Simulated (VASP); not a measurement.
Write the native input for VASP 6.6.1 that does the following.

```
Task                   : single point
Functional             : PBE
Potentials or basis    : VASP PAW PBE potentials, release 64 (Bi_d, Te)
Cutoff                 : 520 eV
k mesh                 : 4 × 4 × 4
Occupations            : gaussian, width 0.1 eV
Spin                   : no spin polarisation
Dipole correction      : no
Further INCAR settings : ALGO = Normal; EDIFF = 1e-07; NBANDS = 36
```

The structure of BiTe2 lies in POSCAR:

```
BiTe2
1.0
   -3.0377257833      3.0377257833      7.5407497253
    3.0377257833     -3.0377257833      7.5407497253
    3.0377257833      3.0377257833     -7.5407497253
Bi Te
2 4
Direct
    0.0000000000      0.0000000000      0.0000000000
    0.7500000000      0.2500000000      0.5000000000
    0.2045642764      0.2045642764      0.0000000000
    0.9545642764      0.4545642764      0.5000000000
    0.5454357236      0.0454357236      0.5000000000
    0.7954357236      0.7954357236      0.0000000000
```

One way to write it, as run:

INCAR

```
  PREC = Accurate
  ENCUT = 520
  EDIFF = 1E-7
  ISMEAR = 0
  SIGMA = 0.1
  LREAL = F
  LASPH = T
  NELM = 60
  ALGO = Normal
  ISIF = 2
  LWAVE = F
  LCHARG = F
  GGA = PE
  NBANDS = 36
```

KPOINTS

```
Automatic mesh
0
Gamma
  4 4 4
```

Potentials or basis: VASP PAW PBE potentials, release 64 (Bi_d, Te).

Command:

```sh
$ cat potpaw_PBE.64/Bi_d/POTCAR potpaw_PBE.64/Te/POTCAR > POTCAR
$ mpirun -np 1 vasp_std > vasp.out
```

It gave:

```yaml
Pressure: 0.2 GPa
Largest_force: 0.011 eV/Å
Band_gap_on_the_k_mesh: zero (bands 27 and 28 overlap by 0.27 eV)
```

Caveat: spin-orbit coupling is left out, which moves the levels of the heavy elements.

Wall time 4.2 min on 1 thread of AMD EPYC 9R45 96-Core Processor (Zen 5) (shared host), peak memory 0.67 GiB.
